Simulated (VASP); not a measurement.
# SiO2 (Stishovite) (P4_2/mnm) in VASP: further runs, part 2 of 2

VASP 6.6.1.

## 4. Single point, r2SCAN (volume scaled by 0.91, then relaxed in part)

POSCAR

```
SiO2
1.0
    4.0365985868      0.0000000000      0.0000000000
    0.0000000000      4.0365985868      0.0000000000
    0.0000000000      0.0000000000      2.6107787711
Si O
2 4
Direct
    0.0000000000      0.0000000000      0.0000000000
    0.5000000000      0.5000000000      0.5000000000
    0.3030362611      0.3030362611      0.0000000000
    0.1969637389      0.8030362611      0.5000000000
    0.6969637389      0.6969637389      0.0000000000
    0.8030362611      0.1969637389      0.5000000000
```

INCAR.step1

```
ALGO = Normal
EDIFF = 1E-4
ENCUT = 520
GGA = PE
ISMEAR = 0
LASPH = True
LCHARG = False
LREAL = False
LWAVE = True
NBANDS = 25
NELM = 80
PREC = Accurate
SIGMA = 0.02
```

INCAR.step2

```
ALGO = Normal
EDIFF = 1E-6
ENCUT = 520
ISIF = 2
ISMEAR = 0
ISTART = 1
LASPH = True
LCHARG = True
LELF = True
LMIXTAU = True
LREAL = False
LVHAR = True
LWAVE = False
METAGGA = R2SCAN
NBANDS = 25
NELM = 80
PREC = Accurate
SIGMA = 0.02
```

KPOINTS

```
k-points
0
Gamma
  6 6 8
```

Started as:

```sh
$ cat potpaw_PBE.64/Si/POTCAR potpaw_PBE.64/O/POTCAR > POTCAR
$ cp INCAR.step1 INCAR
$ mpirun -np 1 vasp_std > vasp.out
$ cp INCAR.step2 INCAR
$ mpirun -np 1 vasp_std > vasp.out
```

Run time: 3.6 min. Hardware: 1 thread of AMD EPYC 7R43 (Zen 3), shared host; peak memory 0.13 GiB.

It converged, with:

| Quantity | Value |
| --- | --- |
| Free energy | -58.3320 eV |
| Pressure | 36.7 GPa |
| Largest force | 0.013 eV/Å |
| Band gap on the k mesh | 7.82 eV, direct |

Forces in eV/Å, atoms in the order of the input:
```
Si   0.000  0.000  0.000
Si   0.000  0.000  0.000
O   -0.009 -0.009  0.000
O    0.009 -0.009  0.000
O    0.009  0.009  0.000
O   -0.009  0.009  0.000
```

Stress tensor (GPa, compression positive):
```
36.33  0.00  0.00
 0.00 36.33  0.00
 0.00  0.00 37.34
```

Levels at points of the mesh, in eV from the valence-band top:
```csv
k point,band 13,band 14,band 15,band 16,band 17,band 18,band 19,band 20
"(0.00, 0.00, 0.00)",-2.54,-0.97,-0.97,0.00,7.82,8.18,10.02,10.02
"(0.50, 0.00, 0.00)",-2.94,-2.94,-1.15,-1.15,9.77,9.77,10.70,10.70
"(0.50, 0.50, 0.00)",-3.10,-3.10,-2.64,-2.64,9.50,9.50,11.87,11.87
"(0.00, 0.00, 0.50)",-3.70,-3.70,-3.04,-3.04,11.46,11.46,14.68,14.68
"(0.50, 0.00, 0.50)",-2.53,-2.53,-2.06,-2.06,10.69,10.69,12.12,12.12
"(0.50, 0.50, 0.50)",-1.86,-1.86,-1.85,-1.85,9.22,9.22,12.87,12.87
```

Caveat: the PAW data sets were made with another functional, which shifts forces and pressure a little. A k mesh can miss the band edges.

## 5. Single point, r2SCAN (volume scaled by 0.94, then relaxed in part)

POSCAR

```
SiO2
1.0
    4.0855573974      0.0000000000      0.0000000000
    0.0000000000      4.0855573974      0.0000000000
    0.0000000000      0.0000000000      2.6326009228
Si O
2 4
Direct
    0.0000000000      0.0000000000      0.0000000000
    0.5000000000      0.5000000000      0.5000000000
    0.3038997565      0.3038997565      0.0000000000
    0.1961002435      0.8038997565      0.5000000000
    0.6961002435      0.6961002435      0.0000000000
    0.8038997565      0.1961002435      0.5000000000
```

INCAR.step1

```
ALGO = Normal ; EDIFF = 1E-4
ENCUT = 520 ; GGA = PE
ISMEAR = 0 ; LASPH = T
LCHARG = F ; LREAL = F
LWAVE = T ; NBANDS = 25
NELM = 80 ; PREC = Accurate
SIGMA = 0.02
```

INCAR.step2

```
ALGO = Normal ; EDIFF = 1E-6
ENCUT = 520 ; ISIF = 2
ISMEAR = 0 ; ISTART = 1
LASPH = T ; LCHARG = T
LELF = T ; LMIXTAU = T
LREAL = F ; LVHAR = T
LWAVE = F ; METAGGA = R2SCAN
NBANDS = 25 ; NELM = 80
PREC = Accurate ; SIGMA = 0.02
```

KPOINTS is that of step 4.

Started as:

```sh
$ cat potpaw_PBE.64/Si/POTCAR potpaw_PBE.64/O/POTCAR > POTCAR
$ cp INCAR.step1 INCAR
$ mpirun -np 1 vasp_std > vasp.out
$ cp INCAR.step2 INCAR
$ mpirun -np 1 vasp_std > vasp.out
```

Run time: 4.2 min. Hardware: 1 thread of AMD EPYC 7R43 (Zen 3), shared host; peak memory 0.14 GiB.

It converged, with:

| Item | Value |
| --- | --- |
| Free energy | -58.5923 eV |
| Pressure | 22.4 GPa |
| Largest force | 0.015 eV/Å |
| Band gap on the k mesh | 7.57 eV, direct |

Forces on the atoms (eV/Å):
```
Si   0.000  0.000  0.000
Si   0.000  0.000  0.000
O   -0.011 -0.011  0.000
O    0.011 -0.011  0.000
O    0.011  0.011  0.000
O   -0.011  0.011  0.000
```

Stress tensor (GPa, compression positive):
```
22.10  0.00  0.00
 0.00 22.10  0.00
 0.00  0.00 23.08
```

Levels at points of the mesh, in eV from the valence-band top:
| k point | band 12 | band 13 | band 14 | band 15 | band 16 | band 17 | band 18 | band 19 | band 20 | band 21 |
| --- | --- | --- | --- | --- | --- | --- | --- | --- | --- | --- |
| (0.00, 0.00, 0.00) | -3.41 | -2.53 | -0.94 | -0.94 | 0.00 | 7.57 | 7.76 | 9.81 | 9.81 | 12.13 |
| (0.50, 0.00, 0.00) | -4.29 | -2.86 | -2.86 | -1.12 | -1.12 | 9.43 | 9.43 | 10.43 | 10.43 | 12.65 |
| (0.50, 0.50, 0.00) | -3.56 | -2.97 | -2.97 | -2.53 | -2.53 | 9.12 | 9.12 | 11.57 | 11.57 | 15.10 |
| (0.00, 0.00, 0.50) | -5.00 | -3.50 | -3.50 | -2.92 | -2.92 | 10.99 | 10.99 | 14.34 | 14.34 | 15.03 |
| (0.50, 0.00, 0.50) | -4.37 | -2.45 | -2.45 | -1.97 | -1.97 | 10.39 | 10.39 | 11.70 | 11.70 | 13.67 |
| (0.50, 0.50, 0.50) | -4.72 | -1.82 | -1.82 | -1.77 | -1.77 | 8.83 | 8.83 | 12.59 | 12.59 | 12.94 |

Caveat: the PAW data sets were made with another functional, which shifts forces and pressure a little. A k mesh can miss the band edges.

## 6. Single point, r2SCAN (volume scaled by 0.97, then relaxed in part)

POSCAR

```
SiO2
1.0
    4.1349911466      0.0000000000      0.0000000000
    0.0000000000      4.1349911466      0.0000000000
    0.0000000000      0.0000000000      2.6520540702
Si O
2 4
Direct
    0.0000000000      0.0000000000      0.0000000000
    0.5000000000      0.5000000000      0.5000000000
    0.3049061440      0.3049061440      0.0000000000
    0.1950938560      0.8049061440      0.5000000000
    0.6950938560      0.6950938560      0.0000000000
    0.8049061440      0.1950938560      0.5000000000
```

INCAR.step1

```
SYSTEM = SiO2
PREC = Accurate ; ENCUT = 520
ISMEAR = 0 ; SIGMA = 0.02
LREAL = .FALSE. ; LASPH = .TRUE.
NELM = 100 ; NBANDS = 25
GGA = PE ; ALGO = Normal
EDIFF = 1E-4 ; LWAVE = .TRUE.
LCHARG = .FALSE.
```

INCAR.step2

```
SYSTEM = SiO2
PREC = Accurate ; ENCUT = 520
EDIFF = 1E-7 ; ISMEAR = 0
SIGMA = 0.02 ; LREAL = .FALSE.
LASPH = .TRUE. ; NELM = 100
ALGO = Normal ; ISIF = 2
LWAVE = .FALSE. ; LCHARG = .TRUE.
METAGGA = R2SCAN ; LMIXTAU = .TRUE.
LELF = .TRUE. ; LVHAR = .TRUE.
NBANDS = 25 ; ISTART = 1
```

KPOINTS

```
regular mesh
0
G
  6 6 8
  0 0 0
```

Potentials or basis: VASP PAW PBE potentials, release 64 (Si, O).

Started as:

```sh
$ cat potpaw_PBE.64/Si/POTCAR potpaw_PBE.64/O/POTCAR > POTCAR
$ cp INCAR.step1 INCAR
$ mpirun -np 1 vasp_std > vasp.out
$ cp INCAR.step2 INCAR
$ mpirun -np 1 vasp_std > vasp.out
```

Wall time 4.8 min (1 thread of AMD EPYC 7R43 (Zen 3), shared host); peak memory 0.14 GiB.

Results (log left out):

- Free energy: -58.7374 eV
- Pressure: 10.4 GPa
- Largest force: 0.017 eV/Å
- Band gap on the k mesh: 7.02 eV, direct

Forces in eV/Å, atoms in the order of the input:
```
Si   0.000  0.000  0.000
Si   0.000  0.000  0.000
O   -0.012 -0.012  0.000
O    0.012 -0.012  0.000
O    0.012  0.012  0.000
O   -0.012  0.012  0.000
```

Stress tensor (GPa, compression positive):
```
10.12  0.00  0.00
 0.00 10.12  0.00
 0.00  0.00 11.07
```

Levels at points of the mesh, in eV from the valence-band top:
```tsv
k point	band 12	band 13	band 14	band 15	band 16	band 17	band 18	band 19	band 20	band 21
(0.00, 0.00, 0.00)	-3.29	-2.52	-0.91	-0.91	0.00	7.02	7.70	9.63	9.63	12.08
(0.50, 0.00, 0.00)	-4.11	-2.79	-2.79	-1.10	-1.10	9.06	9.06	10.22	10.22	12.37
(0.50, 0.50, 0.00)	-3.43	-2.83	-2.83	-2.42	-2.42	8.75	8.75	11.30	11.30	14.78
(0.00, 0.00, 0.50)	-4.83	-3.30	-3.30	-2.81	-2.81	10.55	10.55	14.02	14.02	14.47
(0.50, 0.00, 0.50)	-4.18	-2.38	-2.38	-1.88	-1.88	10.10	10.10	11.28	11.28	13.47
(0.50, 0.50, 0.50)	-4.65	-1.80	-1.80	-1.69	-1.69	8.47	8.47	12.30	12.30	12.85
```

Caveat: the PAW data sets were made with another functional, which shifts forces and pressure a little. A k mesh can miss the band edges.

## 7. The runs side by side

```tsv
cell	gap on the mesh (eV)	pressure (GPa)	largest force (eV/Å)
a = 4.185, b = 4.185, c = 2.669 Å, 6 atoms	6.51	0.4	0.02
a = 3.988, b = 3.988, c = 2.587 Å, 6 atoms	7.88	53.5	0.01
a = 4.037, b = 4.037, c = 2.611 Å, 6 atoms	7.82	36.7	0.01
a = 4.086, b = 4.086, c = 2.633 Å, 6 atoms	7.57	22.4	0.02
a = 4.135, b = 4.135, c = 2.652 Å, 6 atoms	7.02	10.4	0.02
```

Alike in all rows: task single point; level r2SCAN; potentials or basis VASP PAW PBE potentials, release 64 (Si, O); no spin polarisation; k mesh 6 × 6 × 8; cutoff (eV) 520; smearing gaussian 0.02 eV.

Caveats: the PAW data sets were made with another functional, which shifts forces and pressure a little.

Total energies depend on the potentials used, so only differences within one code and one set of settings carry meaning.
